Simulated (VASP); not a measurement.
**SnSe2: single point with PBE**

The system is SnSe2.

```
Sn Se
1.0
     3.88574    0.00000    0.00000
    -1.94287    3.36515    0.00000
     0.00000    0.00000    6.25634
Sn Se
1 2
Direct
  0.00000 0.00000 0.00000
  0.66667 0.33333 0.75100
  0.33333 0.66667 0.24900
```

* Program: VASP 6.6.1
* Task: single point
* Functional: PBE
* Potentials or basis: VASP PAW PBE potentials, release 64 (Sn_d, Se)
* Cutoff: 520 eV
* k mesh: 8 × 8 × 5
* Occupations: fermi-dirac, width 0.05 eV
* Spin: no spin polarisation

The pressure is 1.4 GPa. The largest force is 0.262 eV/Å and the band gap on the k mesh is 0.72 eV (least direct gap 0.86 eV).

Forces on the atoms (eV/Å):
```
Sn   0.000  0.000  0.000
Se   0.000  0.000 -0.262
Se   0.000  0.000  0.262
```

Stress tensor (GPa, compression positive):
```
0.85 0.00 0.00
0.00 0.85 0.00
0.00 0.00 2.46
```

Levels at points of the mesh, in eV from the valence-band top:
```tsv
k point	band 9	band 10	band 11	band 12	band 13	band 14	band 15	band 16	band 17	band 18
(0.00, 0.00, 0.00)	-0.64	-0.64	-0.36	-0.36	-0.02	0.84	2.90	4.52	4.52	8.05
(0.50, 0.00, 0.00)	-4.17	-2.69	-2.47	-1.08	-0.29	1.07	3.73	5.34	5.50	6.94
```

Run time: 100 s on 1 thread of Intel Xeon 8259CL, with other jobs on the host, peak memory 0.23 GiB.

Caveat: spin-orbit coupling is left out, which moves the levels of the heavy elements; an odd mesh through Γ misses points on the zone boundary, where band edges can lie; this functional lacks dispersion, which binds the layers, so the pressure and a relaxed spacing across them are unreliable.
